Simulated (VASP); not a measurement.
# KF (Fm-3m) in VASP: a series of runs, part 2 of 2

VASP 6.6.1.

**3. Single point, r2SCAN+D4 (volume scaled by 1.02)**

The input, POSCAR:

```
KF
1.0
    0.0000000000      2.6704839760      2.6704839760
    2.6704839760      0.0000000000      2.6704839760
    2.6704839760      2.6704839760      0.0000000000
K F
1 1
Direct
    0.0000000000      0.0000000000      0.0000000000
    0.5000000000      0.5000000000      0.5000000000
```

The input, INCAR.step1:

```
ALGO = Normal
EDIFF = 1E-4
ENCUT = 520
GGA = PE
ISMEAR = 0
LASPH = T
LCHARG = F
LREAL = F
LWAVE = T
NBANDS = 15
NELM = 60
PREC = Accurate
SIGMA = 0.05
```

The input, INCAR.step2:

```
ALGO = Normal
EDIFF = 1E-6
ENCUT = 520
ISIF = 2
ISMEAR = 0
ISTART = 1
IVDW = 13
LASPH = T
LCHARG = F
LMIXTAU = T
LREAL = F
LWAVE = F
METAGGA = R2SCAN
NBANDS = 15
NELM = 60
PREC = Accurate
SIGMA = 0.05
VDW_A1 = 0.51559235
VDW_A2 = 5.77342911
VDW_S6 = 1.0
VDW_S8 = 0.6018749
```

The input, KPOINTS:

```
k-points
0
Gamma
  8 8 8
```

Potentials or basis: VASP PAW PBE potentials, release 64 (K_sv, F).

Started as:

```console
$ cat potpaw_PBE.64/K_sv/POTCAR potpaw_PBE.64/F/POTCAR > POTCAR
$ cp INCAR.step1 INCAR
$ mpirun -np 1 vasp_std > vasp.out
$ cp INCAR.step2 INCAR
$ mpirun -np 1 vasp_std > vasp.out
```

OUTCAR:

```text
EDIFF = 1E-6
   ENCUT = 520
   ISIF = 2
   ISMEAR = 0
   ISTART = 1
   IVDW = 13
   LASPH = T
   LREAL = F
   METAGGA = R2SCAN
   NELM = 60
   PREC = Accurate

 ion  position               nearest neighbor table
   1  0.000  0.000  0.000-   2 2.67   2 2.67   2 2.67   2 2.67   2 2.67   2 2.67
   2  0.500  0.500  0.500-   1 2.67   1 2.67   1 2.67   1 2.67   1 2.67   1 2.67

  LATTYP: Found a face centered cubic cell.
 ALAT       =     5.3409679520

  Lattice vectors:

 A1 = (   0.0000000000,   2.6704839760,   2.6704839760)
 A2 = (   2.6704839760,   0.0000000000,   2.6704839760)
 A3 = (   2.6704839760,   2.6704839760,   0.0000000000)

Analysis of symmetry for initial positions (statically):
=====================================================================
 Subroutine PRICEL returns:
 Original cell was already a primitive cell.

 Routine SETGRP: Setting up the symmetry group for a
 face centered cubic supercell.

 Subroutine GETGRP returns: Found 48 space group operations
 (whereof 48 operations were pure point group operations)
 out of a pool of 48 trial point group operations.

The static configuration has the point symmetry O_h .

Analysis of symmetry for dynamics (positions and initial velocities):
=====================================================================
 Subroutine PRICEL returns:
 Original cell was already a primitive cell.

 Routine SETGRP: Setting up the symmetry group for a
 face centered cubic supercell.

 Subroutine GETGRP returns: Found 48 space group operations
 (whereof 48 operations were pure point group operations)
 out of a pool of 48 trial point group operations.

The dynamic configuration has the point symmetry O_h .

 Subroutine INISYM returns: Found 48 space group operations
 (whereof 48 operations are pure point group operations),
 and found     1 'primitive' translations

----------------------------------------------------------------------------------------

                                     Primitive cell

  volume of cell :      38.0890

  direct lattice vectors                    reciprocal lattice vectors
     0.000000000  2.670483976  2.670483976    -0.187231979  0.187231979  0.187231979
     2.670483976  0.000000000  2.670483976     0.187231979 -0.187231979  0.187231979
     2.670483976  2.670483976  0.000000000     0.187231979  0.187231979 -0.187231979

  length of vectors
     3.776634657  3.776634657  3.776634657     0.324295301  0.324295301  0.324295301

  position of ions in fractional coordinates (direct lattice)
     0.000000000  0.000000000  0.000000000
     0.500000000  0.500000000  0.500000000

  ion indices of the primitive-cell ions
   primitive index   ion index
                 1           1
                 2           2

----------------------------------------------------------------------------------------

 KPOINTS: k-points

Automatic generation of k-mesh.
 Grid dimensions read from file:
 generate k-points for:    8    8    8

 Generating k-lattice:

  Cartesian coordinates                     Fractional coordinates (reciprocal lattice)
    -0.023403997  0.023403997  0.023403997     0.125000000  0.000000000  0.000000000
     0.023403997 -0.023403997  0.023403997     0.000000000  0.125000000  0.000000000
     0.023403997  0.023403997 -0.023403997     0.000000000  0.000000000  0.125000000

  Length of vectors
     0.040536913  0.040536913  0.040536913

  Shift w.r.t. Gamma in fractional coordinates (k-lattice)
[... 39 lines left out ...]
   ions per type =               1   1
   NGX,Y,Z   is equivalent  to a cutoff of  12.33, 12.33, 12.33 a.u.
   NGXF,Y,Z  is equivalent  to a cutoff of  24.65, 24.65, 24.65 a.u.
 SYSTEM =  unknown system
   PREC   = accura    normal or accurate (medium, high low for compatibility)
   ISTART =      1    job   : 0-new  1-cont  2-samecut
   ICHARG =      0    charge: 1-file 2-atom 10-const
   ISPIN  =      1    spin polarized calculation?
   LNONCOLLINEAR =      F non collinear calculations
   LSORBIT =      F    spin-orbit coupling
   LASPH  =      T    aspherical Exc in radial PAW
   ENCUT  =  520.0 eV  38.22 Ry    6.18 a.u.   7.02  7.02  7.02*2*pi/ulx,y,z
   NELM   =     60;   NELMIN=  2; NELMDL=  0     # of ELM steps
   EDIFF  = 0.1E-05   stopping-criterion for ELM
   LREAL  =      F    real-space projection
   EDIFFG = 0.1E-04   stopping-criterion for IOM
   NSW    =      0    number of steps for IOM
   IBRION =     -1    ionic relax: 0-MD 1-quasi-New 2-CG
   NFREE  =      0    steps in history (QN), initial steepest desc. (CG)
   ISIF   =      2    stress and relaxation
   ISYM   =      2    0-nonsym 1-usesym 2-fastsym
   POTIM  = 0.5000    time-step for ionic-motion
   TEBEG  =    0.0;   TEEND  =   0.0 temperature during run
   PSTRESS=    0.0 pullay stress
   NELECT =      16.0000    total number of electrons
   NUPDOWN=      -1.0000    fix difference up-down
   EMIN   =  10.00;   EMAX   =-10.00  energy-range for DOS
   EFERMI =   0.00;   METHOD = LEGACY
   ISMEAR =     0;   SIGMA  =   0.05  broadening in eV -4-tet -1-fermi 0-gaus
   EFERMI_NEDOS =   21; number of points for ismear=-14 and -15
   IALGO  =     38    algorithm
   IMIX   =      4    mixing-type and parameters
     AMIX     =   0.40;   BMIX     =  1.00
     AMIX_MAG =   1.60;   BMIX_MAG =  1.00
  volume/ion in A,a.u.               =      19.04       128.52
  Fermi-wavevector in a.u.,A,eV,Ry     =   1.226069  2.316934 20.452887  1.503245
  Thomas-Fermi vector in A             =   2.361083
   LORBIT       =      0    0 simple, 1 ext, 2 COOP (PROOUT), +10 PAW based schemes
   METAGGA = R2SCAN    functional components
   LHFCALC =     F    Hartree Fock is set to
   AEXX    =    0.0000 exact exchange contribution
   IVDW    =    13    specifies the selected vdW correction
   LEPSILON=     F    determine dielectric tensor
   LRPA    =     F    only Hartree local field effects (RPA)
 non-spin polarized calculation
 Gauss-broadening in eV      SIGMA  =   0.05
  energy-cutoff  :      520.00
  volume of cell :       38.09
 maximum number of plane-waves:      1036
   NGX = 13   NGY = 13   NGZ = 13

 number of electron      16.0000003 magnetization

 Free energy of the ion-electron system (eV)
  ---------------------------------------------------
  ext. energy  EPLUGINS =         0.00000000
  ---------------------------------------------------
  free energy    TOTEN  =       -14.97287437 eV

  energy without entropy =      -14.97287437  energy(sigma->0) =      -14.97287437

 E-fermi :  -3.1097     XC(G=0):  -8.9063

 val. band max:       -3.3456789278   @ k =   0.0000   0.0000   0.0000
 cond. band min:       3.4921192711   @ k =   0.0000   0.0000   0.0000
 fundamental gap:      6.8377981989
 Fermi energy:        -3.1097374406

 k-point     1 :       0.0000    0.0000    0.0000
  band No.  band energies     occupation
      1     -30.4650      2.00000
      2     -23.1353      2.00000
      3     -12.9495      2.00000
      4     -12.9495      2.00000
      5     -12.9495      2.00000
      6      -3.3457      2.00000
      7      -3.3457      2.00000
      8      -3.3457      2.00000
      9       3.4921      0.00000
     10       8.1116      0.00000
     11       8.1116      0.00000
     12       8.1116      0.00000
     13       9.9746      0.00000
     14       9.9746      0.00000
[... 401 lines left out ...]
      2     -23.2024      2.00000
      3     -13.2679      2.00000
      4     -13.1625      2.00000
      5     -13.0210      2.00000
      6      -3.8948      2.00000
      7      -3.6153      2.00000
      8      -3.5921      2.00000
      9       6.6664      0.00000
     10       7.3713      0.00000
     11       9.2516      0.00000
     12      10.2598      0.00000
     13      11.6090      0.00000
     14      12.6278      0.00000
     15      13.0515      0.00000

 [... further k-points ...]

------------------------ aborting loop because EDIFF is reached ----------------------------------------

  DFT-D4 for vdW energy calculation

  Edisp (eV):   -0.05410

  FORCE on cell =-STRESS in cart. coord.  units (eV):
  Direction    XX          YY          ZZ          XY          YZ          ZX
  --------------------------------------------------------------------------------------
  -------------------------------------------------------------------------------------
  Total      -0.17079    -0.17079    -0.17079     0.00000    -0.00000     0.00000
  in kB      -7.18422    -7.18422    -7.18422     0.00000    -0.00000     0.00000
  external pressure =       -7.18 kB  Pullay stress =        0.00 kB

 VOLUME and BASIS-vectors are now :
 -----------------------------------------------------------------------------
  energy-cutoff  :      520.00
  volume of cell :       38.09
      direct lattice vectors                 reciprocal lattice vectors
     0.000000000  2.670483976  2.670483976    -0.187231979  0.187231979  0.187231979
     2.670483976  0.000000000  2.670483976     0.187231979 -0.187231979  0.187231979
     2.670483976  2.670483976  0.000000000     0.187231979  0.187231979 -0.187231979

 POSITION                                       TOTAL-FORCE (eV/Angst)
 -----------------------------------------------------------------------------------
      0.00000      0.00000      0.00000        -0.000000     -0.000000      0.000000
      2.67048      2.67048      2.67048         0.000000      0.000000     -0.000000
 -----------------------------------------------------------------------------------
    total drift:                                0.000000      0.000000      0.000000

  FREE ENERGIE OF THE ION-ELECTRON SYSTEM (eV)
  ---------------------------------------------------
  free  energy   TOTEN  =       -15.0269781318 eV

  energy  without entropy=      -15.0269781318  energy(sigma->0) =      -15.02697813
```

OUTCAR.step1:

```text
EDIFF = 1E-4
   ENCUT = 520
   GGA = PE
   ISMEAR = 0
   LASPH = T
[... 652 lines left out ...]
 -----------------------------------------------------------------------------------
      0.00000      0.00000      0.00000         0.000000     -0.000000      0.000000
      2.67048      2.67048      2.67048        -0.000000      0.000000     -0.000000
 -----------------------------------------------------------------------------------
    total drift:                                0.000000      0.000000      0.000000

  FREE ENERGIE OF THE ION-ELECTRON SYSTEM (eV)
  ---------------------------------------------------
  free  energy   TOTEN  =        -8.2895106223 eV

  energy  without entropy=       -8.2895106223  energy(sigma->0) =       -8.28951062
```

It used 98 s of CPU time on 1 thread of AMD EPYC 7R13 Processor (Zen 3), on a shared host.

Results:

```yaml
Free_energy: -15.0270 eV
Pressure: -0.7 GPa
Band_gap_on_the_k_mesh: 6.84 eV, direct
Dispersion_energy_per_atom: -0.027 eV
```

Caveat: the PAW data sets were made with another functional, which shifts forces and pressure a little. A k mesh can miss the band edges.

**4. Single point, r2SCAN+D4 (volume scaled by 1.04)**

The input, POSCAR:

```
KF
1.0
    0.0000000000      2.6878252669      2.6878252669
    2.6878252669      0.0000000000      2.6878252669
    2.6878252669      2.6878252669      0.0000000000
K F
1 1
Direct
    0.0000000000      0.0000000000      0.0000000000
    0.5000000000      0.5000000000      0.5000000000
```

The input, INCAR.step1:

```
  ALGO = Normal
  EDIFF = 1E-4
  ENCUT = 520
  GGA = PE
  ISMEAR = 0
  LASPH = T
  LCHARG = F
  LREAL = F
  LWAVE = T
  NBANDS = 15
  NELM = 100
  PREC = Accurate
  SIGMA = 0.05
```

The input, INCAR.step2:

```
  ALGO = Normal
  EDIFF = 1E-6
  ENCUT = 520
  ISIF = 2
  ISMEAR = 0
  ISTART = 1
  IVDW = 13
  LASPH = T
  LCHARG = T
  LELF = T
  LMIXTAU = T
  LREAL = F
  LVHAR = T
  LWAVE = F
  METAGGA = R2SCAN
  NBANDS = 15
  NELM = 100
  PREC = Accurate
  SIGMA = 0.05
  VDW_A1 = 0.51559235
  VDW_A2 = 5.77342911
  VDW_S6 = 1.0
  VDW_S8 = 0.6018749
```

KPOINTS is that of step 3.

Potentials or basis: VASP PAW PBE potentials, release 64 (K_sv, F).

Started as:

```console
$ cat potpaw_PBE.64/K_sv/POTCAR potpaw_PBE.64/F/POTCAR > POTCAR
$ cp INCAR.step1 INCAR
$ mpirun -np 1 vasp_std > vasp.out
$ cp INCAR.step2 INCAR
$ mpirun -np 1 vasp_std > vasp.out
```

OUTCAR:

```text
EDIFF = 1E-6
   ENCUT = 520
   ISIF = 2
   ISMEAR = 0
   ISTART = 1
   IVDW = 13
   LASPH = T
   LREAL = F
   METAGGA = R2SCAN
   NELM = 100
   PREC = Accurate

 ion  position               nearest neighbor table
   1  0.000  0.000  0.000-   2 2.69   2 2.69   2 2.69   2 2.69   2 2.69   2 2.69
   2  0.500  0.500  0.500-   1 2.69   1 2.69   1 2.69   1 2.69   1 2.69   1 2.69

  LATTYP: Found a face centered cubic cell.
 ALAT       =     5.3756505338

  Lattice vectors:

 A1 = (   0.0000000000,   2.6878252669,   2.6878252669)
 A2 = (   2.6878252669,   0.0000000000,   2.6878252669)
[... 618 lines left out ...]

  DFT-D4 for vdW energy calculation

  Edisp (eV):   -0.05302

  FORCE on cell =-STRESS in cart. coord.  units (eV):
  Direction    XX          YY          ZZ          XY          YZ          ZX
  --------------------------------------------------------------------------------------
  -------------------------------------------------------------------------------------
  Total      -0.32053    -0.32053    -0.32053     0.00000    -0.00000    -0.00000
  in kB     -13.22337   -13.22337   -13.22337     0.00000    -0.00000    -0.00000
  external pressure =      -13.22 kB  Pullay stress =        0.00 kB

 VOLUME and BASIS-vectors are now :
 -----------------------------------------------------------------------------
  energy-cutoff  :      520.00
  volume of cell :       38.84
      direct lattice vectors                 reciprocal lattice vectors
     0.000000000  2.687825267  2.687825267    -0.186023997  0.186023997  0.186023997
     2.687825267  0.000000000  2.687825267     0.186023997 -0.186023997  0.186023997
     2.687825267  2.687825267  0.000000000     0.186023997  0.186023997 -0.186023997

 POSITION                                       TOTAL-FORCE (eV/Angst)
 -----------------------------------------------------------------------------------
      0.00000      0.00000      0.00000         0.000000     -0.000000     -0.000000
      2.68783      2.68783      2.68783        -0.000000      0.000000      0.000000
 -----------------------------------------------------------------------------------
    total drift:                                0.000000      0.000000      0.000000

  FREE ENERGIE OF THE ION-ELECTRON SYSTEM (eV)
  ---------------------------------------------------
  free  energy   TOTEN  =       -15.0232012600 eV

  energy  without entropy=      -15.0232012600  energy(sigma->0) =      -15.02320126
```

OUTCAR.step1:

```text
EDIFF = 1E-4
   ENCUT = 520
   GGA = PE
   ISMEAR = 0
   LASPH = T
[... 652 lines left out ...]
 -----------------------------------------------------------------------------------
      0.00000      0.00000      0.00000        -0.000000     -0.000000     -0.000000
      2.68783      2.68783      2.68783         0.000000      0.000000      0.000000
 -----------------------------------------------------------------------------------
    total drift:                                0.000000      0.000000      0.000000

  FREE ENERGIE OF THE ION-ELECTRON SYSTEM (eV)
  ---------------------------------------------------
  free  energy   TOTEN  =        -8.2956807565 eV

  energy  without entropy=       -8.2956807565  energy(sigma->0) =       -8.29568076
```

It used 94 s of CPU time on 1 thread of AMD EPYC 7R13 Processor (Zen 3) (shared host).

What came out:

```yaml
Free_energy: -15.0232 eV
Pressure: -1.3 GPa
Band_gap_on_the_k_mesh: 6.74 eV, direct
Dispersion_energy_per_atom: -0.027 eV
```

Caveat: the PAW data sets were made with another functional, which shifts forces and pressure a little. A k mesh can miss the band edges.

**5. Summary**

```tsv
cell	gap on the mesh (eV)	pressure (GPa)
a = 3.781 Å, angles 60.0°, 2 atoms	6.82	-0.8
a = 3.777 Å, angles 60.0°, 2 atoms	6.84	-0.7
a = 3.801 Å, angles 60.0°, 2 atoms	6.74	-1.3
```

Alike in all rows: task single point; level r2SCAN+D4; potentials or basis VASP PAW PBE potentials, release 64 (K_sv, F); no spin polarisation; k mesh 8 × 8 × 8; cutoff (eV) 520; smearing gaussian 0.05 eV.

Caveats: the PAW data sets were made with another functional, which shifts forces and pressure a little.

Total energies depend on the potentials used, so only differences within one code and one set of settings carry meaning.
